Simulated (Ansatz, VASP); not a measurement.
Two plane-wave programs on W

```xyz
1
Lattice="-1.5852 1.5852 1.5852 1.5852 -1.5852 1.5852 1.5852 1.5852 -1.5852" Properties=species:S:1:pos:R:3 pbc="T T T"
W     0.0000    0.0000    0.0000
```

Alike in both runs: task single point; functional PBE; k mesh 6 × 6 × 6; no spin polarisation.

|  | VASP | Ansatz |
| --- | --- | --- |
| version | VASP 6.6.1 | Ansatz 0.2.0 |
| potentials or method | VASP PAW PBE potentials, release 64 (W_sv), cutoff 500 eV | scalar-relativistic, plane waves, PAW |
| occupations | methfessel-paxton of order 1, width 0.136057 eV | methfessel-paxton of order 1 |
| valence electrons in the cell | 14 | 14 |

VASP gave:

```
gap on the k mesh at the Fermi level (eV) : none
pressure (GPa)                            : 2.6
```

Question: Estimate Ansatz's values.

Answer: gap on the k mesh at the Fermi level (eV): none; pressure (GPa): 2.0.

A gap of «none» marks a metal or a gap that the smearing closes.

The k mesh is coarse, so the values compare programs but aren't converged. Neither program's run includes spin-orbit coupling.
